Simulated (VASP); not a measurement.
A run of VASP 6.6.1 is set up as follows.

Contents of INCAR:

```
PREC = Accurate
ENCUT = 520
EDIFF = 1E-7
ISMEAR = 0
SIGMA = 0.15
LREAL = F
LASPH = T
NELM = 60
ALGO = Normal
ISIF = 2
LWAVE = F
LCHARG = F
GGA = PE
NBANDS = 16
```

File KPOINTS:

```
Automatic mesh
0
Gamma
  18 18 18
```

POSCAR

```
GaSb
1.0
   -1.5222814265      2.6650053015      2.9609859296
    1.5222814265     -2.6650053015      2.9609859296
    1.5222814265      2.6650053015     -2.9609859296
Ga Sb
1 1
Direct
    0.0000000000      0.0000000000      0.0000000000
    0.5000000000      0.5000000000      0.0000000000
```

Potentials or basis: VASP PAW PBE potentials, release 64 (Ga_d, Sb).

Run with:

```sh
$ cat potpaw_PBE.64/Ga_d/POTCAR potpaw_PBE.64/Sb/POTCAR > POTCAR
$ mpirun -np 1 vasp_std > vasp.out
```

Task: What does it give for the band gap on the k mesh?

Result: Zero (bands 9 and 10 overlap by 4.77 eV).

Task: What does it give for the pressure?

Result: 0.4 GPa.

Stress tensor (GPa, compression positive):
```
 3.40  0.00  0.00
 0.00  0.46  0.00
 0.00  0.00 -2.76
```

Caveat: the stress differs along the axes, from -3 to 3 GPa; spin-orbit coupling is left out, which moves the levels of the heavy elements.
